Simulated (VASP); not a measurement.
# Mg (P6_3/mmc) in VASP: further runs

The runs below take Mg through single point, with PBE, LDA.

Program: VASP 6.6.1. These are calculated values, not measurements. Logs are shortened: lines on timing, memory, paths and dates and some standing lists are left out, and cuts for length are marked.

## Step 1: The cell of the first run

It takes space group P6_3/mmc (No. 194, hexagonal). Conventional cell: a = 3.113 Å, b = 3.113 Å, c = 5.210 Å, α = 90.00°, β = 90.00°, γ = 120.00°. Within 4.1 Å of Mg (site symmetry -6m2) lie 12 Mg at 3.11 to 3.16 Å.

## Step 2: Single point, PBE (x and y stretched by -3 %, z held)

File INCAR:

```
SYSTEM = Mg
ALGO = Normal ; EDIFF = 1E-6
ENCUT = 520 ; GGA = PE
ISIF = 2 ; ISMEAR = -1
LASPH = .True. ; LCHARG = .True.
LELF = .True. ; LREAL = .False.
LVHAR = .True. ; LWAVE = .False.
NBANDS = 9 ; NELM = 100
PREC = Accurate ; SIGMA = 0.08
```

File KPOINTS:

```
k-points
0
Gamma
  12 12 7
  0 0 0
```

File POSCAR:

```
Mg
1.0
    3.1129933865      0.0000000000      0.0000000000
   -1.5564966932      2.6959313546      0.0000000000
    0.0000000000      0.0000000000      5.2103300000
Mg
2
Direct
    0.3333333333      0.6666666667      0.2500000000
    0.6666666667      0.3333333333      0.7500000000
```

Potentials or basis: VASP PAW PBE potentials, release 64 (Mg).

On the command line:

```
cat potpaw_PBE.64/Mg/POTCAR > POTCAR
mpirun -np 1 vasp_std > vasp.out
```

OUTCAR:

```text
SYSTEM = Mg
   EDIFF = 1E-6
   ENCUT = 520
   GGA = PE
   ISIF = 2
   ISMEAR = -1
   LASPH = .True.
   LREAL = .False.
   NELM = 100
   PREC = Accurate

 ion  position               nearest neighbor table
   1  0.333  0.667  0.250-   2 3.16   2 3.16   2 3.16   2 3.16   2 3.16   2 3.16
   2  0.667  0.333  0.750-   1 3.16   1 3.16   1 3.16   1 3.16   1 3.16   1 3.16

  LATTYP: Found a hexagonal cell.
 ALAT       =     3.1129933865
 C/A-ratio  =     1.6737362895

  Lattice vectors:

 A1 = (   3.1129933865,   0.0000000000,   0.0000000000)
 A2 = (  -1.5564966932,   2.6959313546,   0.0000000000)
 A3 = (   0.0000000000,   0.0000000000,   5.2103300000)

Analysis of symmetry for initial positions (statically):
=====================================================================
 Subroutine PRICEL returns:
 Original cell was already a primitive cell.

 Routine SETGRP: Setting up the symmetry group for a
 hexagonal supercell.

 Subroutine GETGRP returns: Found 24 space group operations
 (whereof 12 operations were pure point group operations)
 out of a pool of 24 trial point group operations.

The static configuration has the point symmetry D_3d.
 The point group associated with its full space group is D_6h.

Analysis of symmetry for dynamics (positions and initial velocities):
=====================================================================
 Subroutine PRICEL returns:
 Original cell was already a primitive cell.

 Routine SETGRP: Setting up the symmetry group for a
 hexagonal supercell.

 Subroutine GETGRP returns: Found 24 space group operations
 (whereof 12 operations were pure point group operations)
 out of a pool of 24 trial point group operations.

The dynamic configuration has the point symmetry D_3d.
 The point group associated with its full space group is D_6h.

 Subroutine INISYM returns: Found 24 space group operations
 (whereof 12 operations are pure point group operations),
 and found     1 'primitive' translations

----------------------------------------------------------------------------------------

                                     Primitive cell

  volume of cell :      43.7273

  direct lattice vectors                    reciprocal lattice vectors
     3.112993386  0.000000000  0.000000000     0.321234219  0.185464663  0.000000000
    -1.556496693  2.695931355  0.000000000     0.000000000  0.370929326  0.000000000
     0.000000000  0.000000000  5.210330000     0.000000000  0.000000000  0.191926423

  length of vectors
     3.112993386  3.112993387  5.210330000     0.370929326  0.370929326  0.191926423

  position of ions in fractional coordinates (direct lattice)
     0.333333333  0.666666667  0.250000000
     0.666666667  0.333333333  0.750000000

  ion indices of the primitive-cell ions
   primitive index   ion index
                 1           1
                 2           2

----------------------------------------------------------------------------------------

 KPOINTS: k-points

Automatic generation of k-mesh.
 Grid dimensions read from file:
 generate k-points for:   12   12    7

 Generating k-lattice:

  Cartesian coordinates                     Fractional coordinates (reciprocal lattice)
     0.026769518  0.015455389  0.000000000     0.083333333  0.000000000  0.000000000
     0.000000000  0.030910777  0.000000000     0.000000000  0.083333333  0.000000000
     0.000000000  0.000000000  0.027418060     0.000000000  0.000000000  0.142857143

  Length of vectors
     0.030910777  0.030910777  0.027418060

  Shift w.r.t. Gamma in fractional coordinates (k-lattice)
     0.000000000  0.000000000  0.000000000

 Subroutine IBZKPT returns following result:
 ===========================================

 Found     76 irreducible k-points:

 Following reciprocal coordinates:
            Coordinates               Weight
  0.000000  0.000000  0.000000      1.000000
  0.083333  0.000000  0.000000      6.000000
  0.166667  0.000000  0.000000      6.000000
  0.250000  0.000000  0.000000      6.000000
  0.333333  0.000000  0.000000      6.000000
  0.416667  0.000000  0.000000      6.000000
[... 16 lines left out ...]
  0.250000  0.000000  0.142857     12.000000
  0.333333  0.000000  0.142857     12.000000
 [... further k-points ...]
   k-points           NKPTS =     76   k-points in BZ     NKDIM =     76   number of bands    NBANDS=      9
   number of dos      NEDOS =    301   number of ions     NIONS =      2
   total plane-waves  NPLWV =  23040
   dimension x,y,z NGX =    24 NGY =   24 NGZ =   40
   dimension x,y,z NGXF=    48 NGYF=   48 NGZF=   80
   ions per type =               2
   NGX,Y,Z   is equivalent  to a cutoff of  12.82, 12.82, 12.76 a.u.
   NGXF,Y,Z  is equivalent  to a cutoff of  25.63, 25.63, 25.53 a.u.
 SYSTEM =  Mg
   PREC   = accura    normal or accurate (medium, high low for compatibility)
   ISTART =      0    job   : 0-new  1-cont  2-samecut
   ICHARG =      2    charge: 1-file 2-atom 10-const
   ISPIN  =      1    spin polarized calculation?
   LNONCOLLINEAR =      F non collinear calculations
   LSORBIT =      F    spin-orbit coupling
   LASPH  =      T    aspherical Exc in radial PAW
   ENCUT  =  520.0 eV  38.22 Ry    6.18 a.u.   5.79  5.79  9.69*2*pi/ulx,y,z
   NELM   =    100;   NELMIN=  2; NELMDL= -5     # of ELM steps
   EDIFF  = 0.1E-05   stopping-criterion for ELM
   LREAL  =      F    real-space projection
   EDIFFG = 0.1E-04   stopping-criterion for IOM
   NSW    =      0    number of steps for IOM
   IBRION =     -1    ionic relax: 0-MD 1-quasi-New 2-CG
   NFREE  =      0    steps in history (QN), initial steepest desc. (CG)
   ISIF   =      2    stress and relaxation
   ISYM   =      2    0-nonsym 1-usesym 2-fastsym
   POTIM  = 0.5000    time-step for ionic-motion
   TEBEG  =    0.0;   TEEND  =   0.0 temperature during run
   PSTRESS=    0.0 pullay stress
   NELECT =       4.0000    total number of electrons
   NUPDOWN=      -1.0000    fix difference up-down
   EMIN   =  10.00;   EMAX   =-10.00  energy-range for DOS
   EFERMI =   0.00;   METHOD = LEGACY
   ISMEAR =    -1;   SIGMA  =   0.08  broadening in eV -4-tet -1-fermi 0-gaus
   EFERMI_NEDOS =   21; number of points for ismear=-14 and -15
   IALGO  =     38    algorithm
   IMIX   =      4    mixing-type and parameters
     AMIX     =   0.40;   BMIX     =  1.00
     AMIX_MAG =   1.60;   BMIX_MAG =  1.00
  volume/ion in A,a.u.               =      21.86       147.54
  Fermi-wavevector in a.u.,A,eV,Ry     =   0.737639  1.393936  7.403091  0.544112
  Thomas-Fermi vector in A             =   1.831369
   LORBIT       =      0    0 simple, 1 ext, 2 COOP (PROOUT), +10 PAW based schemes
   GGA     = PE    functional components
   LHFCALC =     F    Hartree Fock is set to
   AEXX    =    0.0000 exact exchange contribution
   IVDW    =     0    specifies the selected vdW correction
   LEPSILON=     F    determine dielectric tensor
   LRPA    =     F    only Hartree local field effects (RPA)
 non-spin polarized calculation
  energy-cutoff  :      520.00
  volume of cell :       43.73
 maximum number of plane-waves:      1190
 NGX is ok and might be reduce to    24
   NGX = 11   NGY = 11   NGZ = 19

 number of electron       4.0000000 magnetization

 Free energy of the ion-electron system (eV)
  ---------------------------------------------------
  ext. energy  EPLUGINS =         0.00000000
  ---------------------------------------------------
  free energy    TOTEN  =        -3.00030012 eV

  energy without entropy =       -2.98119839  energy(sigma->0) =       -2.99074925

 E-fermi :   2.8762     XC(G=0):  -8.6432

 val. band max:        2.8713082246   @ k =   0.3333   0.1667   0.0000
 cond. band min:       2.8803272214   @ k =   0.4167   0.0833   0.4286
 fundamental gap:      0.0090189968
 Fermi energy:         2.8761788616

 k-point     1 :       0.0000    0.0000    0.0000
  band No.  band energies     occupation
      1      -4.2514      2.00000
      2       0.9706      2.00000
      3       1.3689      2.00000
      4      14.4493      0.00000
      5      14.4493      0.00000
      6      14.7381      0.00000
      7      14.7381      0.00000
      8      14.7492      0.00000
      9      17.0451      0.00000

 k-point     2 :       0.0833    0.0000    0.0000
  band No.  band energies     occupation
      1      -4.1073      2.00000
      2       1.1020      2.00000
      3       1.5090      2.00000
      4      12.1105      0.00000
      5      13.2953      0.00000
      6      13.9932      0.00000
      7      15.5076      0.00000
      8      16.0373      0.00000
      9      16.8270      0.00000

 k-point     3 :       0.1667    0.0000    0.0000
  band No.  band energies     occupation
      1      -3.6762      2.00000
      2       1.4965      2.00000
      3       1.9236      1.99999
      4       9.4767      0.00000
      5      12.2333      0.00000
      6      12.6704      0.00000
      7      14.1969      0.00000
      8      14.9565      0.00000
      9      16.6530      0.00000

 k-point     4 :       0.2500    0.0000    0.0000
  band No.  band energies     occupation
      1      -2.9623      2.00000
      2       2.1548      1.99976
      3       2.5889      1.94632
      4       7.0328      0.00000
      5      11.1927      0.00000
      6      11.4053      0.00000
      7      11.7088      0.00000
      8      13.5943      0.00000
      9      15.8042      0.00000
[... 205 lines left out ...]
 k-point    22 :       0.1667    0.0000    0.1429
  band No.  band energies     occupation
      1      -3.5634      2.00000
      2       0.2943      2.00000
      3       3.3182      0.00794
      4       9.5711      0.00000
      5      12.3265      0.00000
      6      12.4486      0.00000
      7      13.3158      0.00000
      8      14.7022      0.00000
      9      15.5859      0.00000

 k-point    23 :       0.2500    0.0000    0.1429
  band No.  band energies     occupation
      1      -2.8504      2.00000
      2       0.9730      2.00000
      3       3.9500      0.00000
      4       7.1451      0.00000
      5      10.3999      0.00000
      6      11.4990      0.00000
      7      12.1471      0.00000
      8      13.9756      0.00000
      9      14.7975      0.00000

 k-point    24 :       0.3333    0.0000    0.1429
  band No.  band energies     occupation
      1      -1.8619      2.00000
      2       1.9002      1.99999
      3       4.3856      0.00000
      4       5.4000      0.00000
      5       8.3139      0.00000
      6      10.7053      0.00000
      7      10.9082      0.00000
      8      12.7830      0.00000
      9      14.1939      0.00000

 [... further k-points ...]
[... 5 lines left out ...]
  --------------------------------------------------------------------------------------
  -------------------------------------------------------------------------------------
  Total        0.7628792      0.7628792     -0.0064174      0.0000000      0.0000000      0.0000000
  in kB       27.9520790     27.9520790     -0.2351338      0.0000000      0.0000000      0.0000000
  external PRESSURE =      18.5563414 kB  Pullay stress =       0.0000000 kB

 VOLUME and BASIS-vectors are now :
 -----------------------------------------------------------------------------
  energy-cutoff  :      520.00
  volume of cell :       43.73
      direct lattice vectors                 reciprocal lattice vectors
     3.112993386  0.000000000  0.000000000     0.321234219  0.185464663  0.000000000
    -1.556496693  2.695931355  0.000000000     0.000000000  0.370929326  0.000000000
     0.000000000  0.000000000  5.210330000     0.000000000  0.000000000  0.191926423

 POSITION                                       TOTAL-FORCE (eV/Angst)
 -----------------------------------------------------------------------------------
     -0.00000      1.79729      1.30258        -0.000000     -0.000000      0.000000
      1.55650      0.89864      3.90775         0.000000      0.000000      0.000000
 -----------------------------------------------------------------------------------
    total drift:                                0.000000     -0.000000      0.000000

  FREE ENERGIE OF THE ION-ELECTRON SYSTEM (eV)
  ---------------------------------------------------
  free  energy   TOTEN  =        -3.0003001185 eV

  energy  without entropy=       -2.9811983897  energy(sigma->0) =       -2.99074925
```

It took 14 s on 1 thread of AMD EPYC 7R13 (Zen 3), shared host; peak memory 0.14 GiB.

Results:

```
Free energy            : -3.0003 eV
Pressure               : 1.9 GPa
Band gap on the k mesh : zero (band 2 reaches 3.96 eV, above the bottom of band 3 at 1.37 eV)
```

Stress tensor (GPa, compression positive):
```
 2.80  0.00  0.00
 0.00  2.80  0.00
 0.00  0.00 -0.02
```

Caveat: the cell differs from its parent crystal (x and y stretched by -3 %, z held).

## Step 3: Single point, LDA

This run uses another cell than the first one, of 23.24 Å³/atom, 1.063 times its volume.

File INCAR:

```
  PREC = Accurate
  ENCUT = 520
  EDIFF = 1E-7
  ISMEAR = -1
  SIGMA = 0.08
  LREAL = F
  LASPH = T
  NELM = 80
  ALGO = Normal
  ISIF = 2
  LWAVE = F
  LCHARG = F
  GGA = CA
  NBANDS = 9
```

File KPOINTS:

```
Automatic mesh
0
Gamma
  12 12 7
```

File POSCAR:

```
Mg
1.0
    3.2092715325      0.0000000000      0.0000000000
   -1.6046357662      2.7793106748      0.0000000000
    0.0000000000      0.0000000000      5.2103300000
Mg
2
Direct
    0.3333333333      0.6666666667      0.2500000000
    0.6666666667      0.3333333333      0.7500000000
```

Potentials or basis: VASP PAW LDA potentials, release 64 (Mg).

On the command line:

```
cat potpaw_LDA.64/Mg/POTCAR > POTCAR
mpirun -np 1 vasp_std > vasp.out
```

Run time: 8.3 s. Hardware: 1 thread of Intel Xeon Platinum 8488C (Sapphire Rapids), shared host; peak memory 0.15 GiB.

The run converged. Its results:

- Free energy: -3.5959 eV
- Pressure: -2.8 GPa
- Band gap on the k mesh: zero (band 2 reaches 3.41 eV, above the bottom of band 3 at 1.13 eV)

Stress tensor (GPa, compression positive):
```
-2.54  0.00  0.00
 0.00 -2.54  0.00
 0.00  0.00 -3.33
```

Levels at points of the mesh, in eV from the Fermi level:
| k point | band 1 | band 2 | band 3 | band 4 | band 5 | band 6 | band 7 |
| --- | --- | --- | --- | --- | --- | --- | --- |
| (0.00, 0.00, 0.00) | -6.83 | -1.59 | -1.24 | 10.87 | 10.87 | 10.88 | 10.88 |
| (0.50, 0.00, 0.00) | -2.10 | -2.06 | 2.68 | 3.10 | 3.24 | 3.66 | 6.79 |
